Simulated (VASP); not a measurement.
# Na (Im-3m) in VASP: further runs, part 2 of 2

VASP 6.6.1. Earlier steps stand in the parts before.

### Step 3. Relaxation of cell and atoms, LDA

This run uses another cell than the first one, of 36.78 Å³/atom.

Input file INCAR:

```
SYSTEM = Na
ALGO     = Normal         ! electronic algorithm
EDIFF    = 1E-7           ! SCF threshold, eV
EDIFFG   = -0.005         ! ionic threshold
ENCUT    = 600            ! plane-wave cutoff, eV
IBRION   = 2              ! ionic algorithm
ISIF     = 3              ! what is computed and relaxed
ISMEAR   = 0              ! smearing method
LASPH    = .TRUE.         ! aspherical terms in the spheres
LCHARG   = .FALSE.        ! write CHGCAR
LREAL    = .FALSE.        ! projectors in reciprocal space
LWAVE    = .FALSE.        ! write WAVECAR
NELM     = 80             ! most SCF steps
NSW      = 70             ! ionic steps
PREC     = Accurate       ! precision mode
SIGMA    = 0.1            ! smearing width, eV
```

Input file KPOINTS:

```
k-points
0
G
  14 14 14
  0 0 0
```

Input file POSCAR:

```
Na
1.0
   -2.0949070445      2.0949070445      2.0949070445
    2.0949070445     -2.0949070445      2.0949070445
    2.0949070445      2.0949070445     -2.0949070445
Na
1
Direct
    0.0000000000      0.0000000000      0.0000000000
```

Potentials or basis: VASP PAW LDA potentials, release 64 (Na_pv).

The run is started by

```sh
$ cat potpaw_LDA.64/Na_pv/POTCAR > POTCAR
$ mpirun -np 1 vasp_std > vasp.out
```

OUTCAR:

```text
SYSTEM = Na
   EDIFF = 1E-7
   EDIFFG = -0.005
   ENCUT = 600
   IBRION = 2
   ISIF = 3
   ISMEAR = 0
   LASPH = .TRUE.
   LREAL = .FALSE.
   NELM = 80
   NSW = 70
   PREC = Accurate

 ion  position               nearest neighbor table
   1  0.000  0.000  0.000-

  LATTYP: Found a body centered cubic cell.
 ALAT       =     4.1898140890

  Lattice vectors:

 A1 = (  -2.0949070445,   2.0949070445,   2.0949070445)
 A2 = (   2.0949070445,  -2.0949070445,   2.0949070445)
 A3 = (   2.0949070445,   2.0949070445,  -2.0949070445)

Analysis of symmetry for initial positions (statically):
=====================================================================
 Subroutine PRICEL returns:
 Original cell was already a primitive cell.

[... 251 lines left out ...]
 val. band max:        0.4366392302   @ k =  -0.3571   0.4286   0.1429
 cond. band min:       0.5234221122   @ k =   0.3571   0.0714   0.0714
 fundamental gap:      0.0867828820
 Fermi energy:         0.4645237235

 k-point     1 :       0.0000    0.0000    0.0000
  band No.  band energies     occupation
      1     -24.3681      2.00000
      2     -24.3681      2.00000
      3     -24.3681      2.00000
      4      -3.0358      2.00000
      5      12.8663      0.00000
      6      12.8663      0.00000
      7      12.8663      0.00000
[... 221 lines left out ...]
 k-point    24 :       0.3571    0.2857    0.0000
  band No.  band energies     occupation
      1     -24.4092      2.00000
      2     -24.4008      2.00000
      3     -24.3747      2.00000
      4       2.3120      0.00000
      5       2.7581      0.00000
      6       4.1428      0.00000
      7       9.0668      0.00000

 [... further k-points ...]

------------------------ aborting loop because EDIFF is reached ----------------------------------------

  FORCE on cell =-STRESS in cart. coord.  units (eV):
  Direction    XX          YY          ZZ          XY          YZ          ZX
  --------------------------------------------------------------------------------------
  -------------------------------------------------------------------------------------
  Total       -0.0028925     -0.0028925     -0.0028925      0.0000000      0.0000000     -0.0000000
  in kB       -0.1399127     -0.1399127     -0.1399127      0.0000000      0.0000000     -0.0000000
  external PRESSURE =      -0.1399127 kB  Pullay stress =       0.0000000 kB
[... 16 lines left out ...]
  FREE ENERGIE OF THE ION-ELECTRON SYSTEM (eV)
  ---------------------------------------------------
  free  energy   TOTEN  =        -1.4556405968 eV

  energy  without entropy=       -1.4527199484  energy(sigma->0) =       -1.45418027

 reached required accuracy - stopping structural energy minimisation
```

OSZICAR:

```text
N       E                     dE             d eps       ncg     rms          rms(c)
DAV:   1     0.211903132008E+02    0.21190E+02   -0.41405E+03  1456   0.918E+02
DAV:   2    -0.103362608695E+01   -0.22224E+02   -0.22211E+02  1512   0.140E+02
DAV:   3    -0.144450998639E+01   -0.41088E+00   -0.41088E+00  1946   0.282E+01
[... 20 lines left out ...]
DAV:   3    -0.145986079427E+01    0.60573E-01   -0.87178E-02  1484   0.598E+00    0.178E-01
DAV:   4    -0.145578949805E+01    0.40713E-02   -0.26725E-03  1463   0.122E+00    0.177E-02
DAV:   5    -0.145564478645E+01    0.14471E-03   -0.22417E-04  1568   0.353E-01    0.649E-03
DAV:   6    -0.145564065558E+01    0.41309E-05   -0.16806E-06  1813   0.211E-02    0.267E-04
DAV:   7    -0.145564059677E+01    0.58813E-07   -0.86841E-08   868   0.615E-03
   3 F= -.14556406E+01 E0= -.14541803E+01  d E =-.932664E-02
```

Run time: 56 s. Hardware: 1 thread of Intel Xeon Platinum 8259CL at 2.50GHz (Skylake/Cascade Lake), shared host; peak memory 0.16 GiB.

Results:

| Item | Value |
| --- | --- |
| Free energy | -1.4556 eV |
| Relaxed volume | 33.12 Å³/atom |
| Relaxed cell | a = 3.504 Å, b = 3.504 Å, c = 3.504 Å, α = 109.47°, β = 109.47°, γ = 109.47° |
| Space group after relaxing (to 0.1 Å) | Im-3m (No. 229) |
| Energy gained by relaxing | 9.3 meV/atom |
| Ionic steps | 3 |
| Pressure after relaxing | 0.0 GPa |
| Band gap on the k mesh | zero (an odd number of electrons rules out a gap without spin polarisation) |

The path:
| step | energy change (eV) | largest force (eV/Å) | pressure (GPa) | volume (Å³) |
| --- | --- | --- | --- | --- |
| 1 | 0.0000 | 0.0000 | -0.77 | 36.78 |
| 2 | -0.0040 | 0.0000 | -0.62 | 35.84 |
| 3 | -0.0093 | 0.0000 | -0.01 | 33.12 |

Final structure:
```
Na
1.0
    -2.02313    2.02313    2.02313
     2.02313   -2.02313    2.02313
     2.02313    2.02313   -2.02313
Na
1
Cartesian
  0.0000 0.0000 0.0000
```

LDA usually gives volumes a few per cent too small. Zero-point motion and thermal expansion aren't in these numbers.
